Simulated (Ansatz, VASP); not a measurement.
## Ga2As in VASP and in Ansatz

```xyz
6
Lattice="3.7410 0.0000 0.0000 0.0000 3.8826 0.0000 0.0000 0.0000 8.3393" Properties=species:S:1:pos:R:3 pbc="T T T"
Ga    0.0000    1.9413    3.6263
Ga    1.8705    0.0000    4.7130
Ga    1.8705    1.9413    7.1979
Ga    0.0000    0.0000    1.1413
As    1.8705    1.9413    1.5389
As    0.0000    0.0000    6.8004
```

Change from the starting cell: the structure that the rattled Cu2Sb type (P4/nmm, No. 129) fell into.

Alike in both runs: functional PBE; k mesh 10 × 10 × 6; occupations gaussian, width 0.1 eV; no spin polarisation.

Ansatz relaxed the structure, and its values are those at the end. VASP's run is a single point on that final structure, the one shown.

|  | VASP | Ansatz |
| --- | --- | --- |
| version | VASP 6.6.1 | Ansatz 0.2.0 |
| potentials or method | VASP PAW PBE potentials, release 64 (Ga_d, As), cutoff 520 eV | scalar-relativistic, plane waves, PAW |
| valence electrons in the cell | 62 | 82 |

|  | VASP | Ansatz | Ansatz less VASP |
| --- | --- | --- | --- |
| gap on the k mesh at the Fermi level (eV) | none | none | - |
| pressure (GPa) | 0.1 | 0.0 | -0.14 |

A gap of «none» marks a metal or a gap that the smearing closes. VASP's potentials hold 62 valence electrons a cell and Ansatz's 82, so a difference there can come from the potentials and not from the codes.
